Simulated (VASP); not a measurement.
# B10Pt (P6/mmm) in VASP: a series of runs

The runs below take B10Pt through single point, relaxation of cell and atoms, with PBE.

Program: VASP 6.6.1. These are calculated values, not measurements. Logs are shortened: lines on timing, memory, paths and dates and some standing lists are left out, and cuts for length are marked.

## (1) The cell of the first run

It takes space group P6/mmm (No. 191, hexagonal). The conventional cell has a = 4.901 Å, b = 4.901 Å, c = 4.203 Å, α = 90.00°, β = 90.00°, γ = 120.00°. Within 2.2 Å of B (site symmetry mm2) lie 1 Pt at 1.61 Å and 6 B at 1.61 to 2.11 Å. Within 1.7 Å of B (site symmetry 3m) lie 1 B at 1.24 Å. Pt (site symmetry 6/mmm) has 6 B at 1.61 Å within 2.1 Å.

The cell was built from a structure type or drawn by symmetry, and may not be a known phase.

## (2) Single point, PBE

INCAR

```
PREC = Accurate ; ENCUT = 520
EDIFF = 1E-7 ; ISMEAR = 0
SIGMA = 0.1 ; LREAL = F
LASPH = T ; NELM = 60
ALGO = Normal ; ISIF = 2
LWAVE = F ; LCHARG = F
GGA = PE ; NBANDS = 31
```

KPOINTS

```
regular mesh
0
Gamma
  6 6 4
```

POSCAR

```
B10Pt
1.0
    4.9009149600      0.0000000000      0.0000000000
   -2.4504574800      4.2443168600      0.0000000000
    0.0000000000      0.0000000000      4.2032885100
B Pt
10 1
Direct
    0.8100892800      0.1899107200      0.0000000000
    0.8100892800      0.6201785500      0.0000000000
    0.3798214500      0.1899107200      0.0000000000
    0.1899107200      0.8100892800      0.0000000000
    0.1899107200      0.3798214500      0.0000000000
    0.6201785500      0.8100892800      0.0000000000
    0.3333333300      0.6666666700      0.6473112500
    0.3333333300      0.6666666700      0.3526887500
    0.6666666700      0.3333333300      0.3526887500
    0.6666666700      0.3333333300      0.6473112500
    0.0000000000      0.0000000000      0.0000000000
```

Potentials or basis: VASP PAW PBE potentials, release 64 (B, Pt).

Command:

```
$ cat potpaw_PBE.64/B/POTCAR potpaw_PBE.64/Pt/POTCAR > POTCAR
$ mpirun -np 1 vasp_std > vasp.out
```

OUTCAR:

```text
PREC = Accurate
   ENCUT = 520
   EDIFF = 1E-7
   ISMEAR = 0
   LREAL = F
   LASPH = T
   NELM = 60
   ISIF = 2
   GGA = PE

 ion  position               nearest neighbor table
   1  0.810  0.190  0.000-  11 1.61   5 1.61   6 1.61  10 1.92   9 1.92   3 2.11   2 2.11
   2  0.810  0.620  0.000-   4 1.61  11 1.61   6 1.61  10 1.92   9 1.92   3 2.11   1 2.11
   3  0.380  0.190  0.000-   4 1.61  11 1.61   5 1.61  10 1.92   9 1.92   1 2.11   2 2.11
   4  0.190  0.810  0.000-  11 1.61   2 1.61   3 1.61   8 1.92   7 1.92   6 2.11   5 2.11
   5  0.190  0.380  0.000-   1 1.61  11 1.61   3 1.61   8 1.92   7 1.92   6 2.11   4 2.11
   6  0.620  0.810  0.000-   1 1.61  11 1.61   2 1.61   8 1.92   7 1.92   4 2.11   5 2.11
   7  0.333  0.667  0.647-   8 1.24   6 1.92   4 1.92   5 1.92
   8  0.333  0.667  0.353-   7 1.24   6 1.92   4 1.92   5 1.92
   9  0.667  0.333  0.353-  10 1.24   3 1.92   1 1.92   2 1.92
  10  0.667  0.333  0.647-   9 1.24   3 1.92   1 1.92   2 1.92
  11  0.000  0.000  0.000-   1 1.61   4 1.61   3 1.61   6 1.61   5 1.61   2 1.61

  LATTYP: Found a hexagonal cell.
 ALAT       =     4.9009149600
 C/A-ratio  =     0.8576538349

  Lattice vectors:

 A1 = (   4.9009149600,   0.0000000000,   0.0000000000)
 A2 = (  -2.4504574800,   4.2443168600,   0.0000000000)
 A3 = (   0.0000000000,   0.0000000000,   4.2032885100)

Analysis of symmetry for initial positions (statically):
=====================================================================
 Subroutine PRICEL returns:
 Original cell was already a primitive cell.

 Routine SETGRP: Setting up the symmetry group for a
 hexagonal supercell.

 Subroutine GETGRP returns: Found 24 space group operations
 (whereof 24 operations were pure point group operations)
 out of a pool of 24 trial point group operations.

The static configuration has the point symmetry D_6h.

Analysis of symmetry for dynamics (positions and initial velocities):
=====================================================================
 Subroutine PRICEL returns:
 Original cell was already a primitive cell.

 Routine SETGRP: Setting up the symmetry group for a
 hexagonal supercell.

 Subroutine GETGRP returns: Found 24 space group operations
 (whereof 24 operations were pure point group operations)
 out of a pool of 24 trial point group operations.

The dynamic configuration has the point symmetry D_6h.

 Subroutine INISYM returns: Found 24 space group operations
 (whereof 24 operations are pure point group operations),
 and found     1 'primitive' translations

----------------------------------------------------------------------------------------

                                     Primitive cell

  volume of cell :      87.4328

  direct lattice vectors                    reciprocal lattice vectors
     4.900914960  0.000000000  0.000000000     0.204043532  0.117804588  0.000000000
    -2.450457480  4.244316860  0.000000000     0.000000000  0.235609176  0.000000000
     0.000000000  0.000000000  4.203288510     0.000000000  0.000000000  0.237908960

  length of vectors
     4.900914960  4.900914962  4.203288510     0.235609177  0.235609176  0.237908960

  position of ions in fractional coordinates (direct lattice)
     0.810089280  0.189910720  0.000000000
     0.810089280  0.620178550  0.000000000
     0.379821450  0.189910720  0.000000000
     0.189910720  0.810089280  0.000000000
     0.189910720  0.379821450  0.000000000
     0.620178550  0.810089280  0.000000000
     0.333333330  0.666666670  0.647311250
     0.333333330  0.666666670  0.352688750
     0.666666670  0.333333330  0.352688750
     0.666666670  0.333333330  0.647311250
     0.000000000  0.000000000  0.000000000

  ion indices of the primitive-cell ions
   primitive index   ion index
                 1           1
                 2           2
                 3           3
                 4           4
                 5           5
                 6           6
                 7           7
                 8           8
                 9           9
                10          10
                11          11

----------------------------------------------------------------------------------------

 KPOINTS: regular mesh

Automatic generation of k-mesh.
 Grid dimensions read from file:
 generate k-points for:    6    6    4

 Generating k-lattice:

  Cartesian coordinates                     Fractional coordinates (reciprocal lattice)
     0.034007255  0.019634098  0.000000000     0.166666667 -0.000000000  0.000000000
     0.000000000  0.039268196  0.000000000     0.000000000  0.166666667  0.000000000
     0.000000000  0.000000000  0.059477240     0.000000000  0.000000000  0.250000000

  Length of vectors
     0.039268196  0.039268196  0.059477240

  Shift w.r.t. Gamma in fractional coordinates (k-lattice)
     0.000000000  0.000000000  0.000000000

 Subroutine IBZKPT returns following result:
 ===========================================

 Found     21 irreducible k-points:

 Following reciprocal coordinates:
            Coordinates               Weight
  0.000000  0.000000  0.000000      1.000000
  0.166667 -0.000000  0.000000      6.000000
  0.333333 -0.000000  0.000000      6.000000
  0.500000 -0.000000  0.000000      3.000000
  0.166667  0.166667  0.000000      6.000000
  0.333333  0.166667  0.000000     12.000000
[... 13 lines left out ...]
  0.333333  0.166667  0.500000     12.000000
  0.333333  0.333333  0.500000      2.000000
   k-points           NKPTS =     21   k-points in BZ     NKDIM =     21   number of bands    NBANDS=     31
   number of dos      NEDOS =    301   number of ions     NIONS =     11
   total plane-waves  NPLWV =  41472
   dimension x,y,z NGX =    36 NGY =   36 NGZ =   32
   dimension x,y,z NGXF=    72 NGYF=   72 NGZF=   64
   ions per type =              10   1
   NGX,Y,Z   is equivalent  to a cutoff of  12.21, 12.21, 12.66 a.u.
   NGXF,Y,Z  is equivalent  to a cutoff of  24.42, 24.42, 25.31 a.u.
 SYSTEM =  unknown system
   PREC   = accura    normal or accurate (medium, high low for compatibility)
   ISTART =      0    job   : 0-new  1-cont  2-samecut
   ICHARG =      2    charge: 1-file 2-atom 10-const
   ISPIN  =      1    spin polarized calculation?
   LNONCOLLINEAR =      F non collinear calculations
   LSORBIT =      F    spin-orbit coupling
   LASPH  =      T    aspherical Exc in radial PAW
   ENCUT  =  520.0 eV  38.22 Ry    6.18 a.u.   9.11  9.11  7.82*2*pi/ulx,y,z
   NELM   =     60;   NELMIN=  2; NELMDL= -5     # of ELM steps
   EDIFF  = 0.1E-06   stopping-criterion for ELM
   LREAL  =      F    real-space projection
   EDIFFG = 0.1E-05   stopping-criterion for IOM
   NSW    =      0    number of steps for IOM
   IBRION =     -1    ionic relax: 0-MD 1-quasi-New 2-CG
   NFREE  =      0    steps in history (QN), initial steepest desc. (CG)
   ISIF   =      2    stress and relaxation
   ISYM   =      2    0-nonsym 1-usesym 2-fastsym
   POTIM  = 0.5000    time-step for ionic-motion
   TEBEG  =    0.0;   TEEND  =   0.0 temperature during run
   PSTRESS=    0.0 pullay stress
   NELECT =      40.0000    total number of electrons
   NUPDOWN=      -1.0000    fix difference up-down
   EMIN   =  10.00;   EMAX   =-10.00  energy-range for DOS
   EFERMI =   0.00;   METHOD = LEGACY
   ISMEAR =     0;   SIGMA  =   0.10  broadening in eV -4-tet -1-fermi 0-gaus
   EFERMI_NEDOS =   21; number of points for ismear=-14 and -15
   IALGO  =     38    algorithm
   IMIX   =      4    mixing-type and parameters
     AMIX     =   0.40;   BMIX     =  1.00
     AMIX_MAG =   1.60;   BMIX_MAG =  1.00
  volume/ion in A,a.u.               =       7.95        53.64
  Fermi-wavevector in a.u.,A,eV,Ry     =   1.261450  2.383795 21.650360  1.591257
  Thomas-Fermi vector in A             =   2.394909
   LORBIT       =      0    0 simple, 1 ext, 2 COOP (PROOUT), +10 PAW based schemes
   GGA     = PE    functional components
   LHFCALC =     F    Hartree Fock is set to
   AEXX    =    0.0000 exact exchange contribution
   IVDW    =     0    specifies the selected vdW correction
   LEPSILON=     F    determine dielectric tensor
   LRPA    =     F    only Hartree local field effects (RPA)
 non-spin polarized calculation
 Gauss-broadening in eV      SIGMA  =   0.10
  energy-cutoff  :      520.00
  volume of cell :       87.43
 maximum number of plane-waves:      2370
   NGX = 19   NGY = 19   NGZ = 15

 number of electron      40.0000002 magnetization

 Free energy of the ion-electron system (eV)
  ---------------------------------------------------
  ext. energy  EPLUGINS =         0.00000000
  ---------------------------------------------------
  free energy    TOTEN  =       -34.46570801 eV

  energy without entropy =      -34.45008921  energy(sigma->0) =      -34.45789861

 E-fermi :   6.8641     XC(G=0): -11.5683

 val. band max:        6.8508638490   @ k =   0.3333   0.3333   0.0000
 cond. band min:       7.0444491061   @ k =   0.0000   0.0000   0.0000
 fundamental gap:      0.1935852572
 Fermi energy:         6.8640845320

 k-point     1 :       0.0000    0.0000    0.0000
  band No.  band energies     occupation
      1      -9.4981      2.00000
      2      -7.5736      2.00000
      3      -7.5736      2.00000
      4      -4.5856      2.00000
      5      -2.5385      2.00000
      6      -2.1270      2.00000
[... 23 lines left out ...]
     30      16.6132      0.00000
     31      16.6438      0.00000

 k-point     2 :       0.1667   -0.0000    0.0000
  band No.  band energies     occupation
      1      -9.3307      2.00000
      2      -7.5797      2.00000
      3      -7.4563      2.00000
      4      -5.0286      2.00000
      5      -2.9381      2.00000
      6      -2.4399      2.00000
[... 638 lines left out ...]
 k-point    21 :       0.3333    0.3333    0.5000
  band No.  band energies     occupation
      1      -8.2355      2.00000
      2      -7.3556      2.00000
      3      -7.3556      2.00000
      4      -5.3036      2.00000
      5      -5.3036      2.00000
      6      -3.5063      2.00000
[... 23 lines left out ...]
     30      14.2485      0.00000
     31      14.2486      0.00000

------------------------ aborting loop because EDIFF is reached ----------------------------------------

  FORCE on cell =-STRESS in cart. coord.  units (eV):
  Direction    XX          YY          ZZ          XY          YZ          ZX
  --------------------------------------------------------------------------------------
  -------------------------------------------------------------------------------------
  Total      112.6999535    112.6999536     36.8155869     -0.0000000      0.0000000      0.0000000
  in kB     2065.1906641   2065.1906669    674.6338756     -0.0000000      0.0000000      0.0000000
  external PRESSURE =    1601.6717355 kB  Pullay stress =       0.0000000 kB

 VOLUME and BASIS-vectors are now :
 -----------------------------------------------------------------------------
  energy-cutoff  :      520.00
  volume of cell :       87.43
      direct lattice vectors                 reciprocal lattice vectors
     4.900914960  0.000000000  0.000000000     0.204043532  0.117804588  0.000000000
    -2.450457480  4.244316860  0.000000000     0.000000000  0.235609176  0.000000000
     0.000000000  0.000000000  4.203288510     0.000000000  0.000000000  0.237908960

 POSITION                                       TOTAL-FORCE (eV/Angst)
 -----------------------------------------------------------------------------------
      3.50481      0.80604      0.00000       -20.810385     12.014882      0.000000
      2.45046      2.63223      0.00000         0.000000    -24.029763      0.000000
      1.39610      0.80604      0.00000        20.810385     12.014882      0.000000
     -1.05435      3.43828      0.00000        20.810385    -12.014882      0.000000
     -0.00000      1.61208      0.00000        -0.000000     24.029763      0.000000
      1.05435      3.43828      0.00000       -20.810385    -12.014882      0.000000
     -0.00000      2.82954      2.72084        -0.000000     -0.000000     18.992234
     -0.00000      2.82954      1.48245        -0.000000     -0.000000    -18.992234
      2.45046      1.41477      1.48245        -0.000000      0.000000    -18.992234
      2.45046      1.41477      2.72084        -0.000000      0.000000     18.992234
      0.00000      0.00000      0.00000        -0.000000     -0.000000      0.000000
 -----------------------------------------------------------------------------------
    total drift:                               -0.000000      0.000000     -0.000000

  FREE ENERGIE OF THE ION-ELECTRON SYSTEM (eV)
  ---------------------------------------------------
  free  energy   TOTEN  =       -34.4657080069 eV

  energy  without entropy=      -34.4500892078  energy(sigma->0) =      -34.45789861
```

Run time: 48 s. Hardware: 1 thread of AMD EPYC 9R14 (Zen 4), shared host; peak memory 0.18 GiB.

Results:

```yaml
Free_energy: -34.4657 eV
Pressure: 160.2 GPa
Largest_force: 24.030 eV/Å
Band_gap_on_the_k_mesh: zero (bands 20 and 21 overlap by 1.54 eV)
```

Forces in eV/Å, atoms in the order of the input:
```
B   -20.810  12.015   0.000
B     0.000 -24.030   0.000
B    20.810  12.015   0.000
B    20.810 -12.015   0.000
B     0.000  24.030   0.000
B   -20.810 -12.015   0.000
B     0.000   0.000  18.992
B     0.000   0.000 -18.992
B     0.000   0.000 -18.992
B     0.000   0.000  18.992
Pt    0.000   0.000   0.000
```

Levels at points of the mesh, in eV from the Fermi level:
```tsv
k point	band 18	band 19	band 20	band 21	band 22	band 23
(0.00, 0.00, 0.00)	-0.27	-0.27	0.18	0.18	0.38	0.38
(0.50, 0.00, 0.00)	-1.05	-0.78	-0.43	0.99	1.06	2.09
(0.00, 0.00, 0.50)	-3.00	-0.90	-0.29	-0.29	2.80	2.90
(0.50, 0.00, 0.50)	-1.69	-0.47	-0.02	0.84	1.82	2.22
```

Caveat: the k points lie up to 0.37 Å⁻¹ apart, too coarse for converged energies and pressures of a metal; spin-orbit coupling is left out, which moves the levels of the heavy elements; forces of over 1 eV/Å act on the atoms, so gaps and moduli don't describe the material at rest.

(Continued in part 2 of 2.)
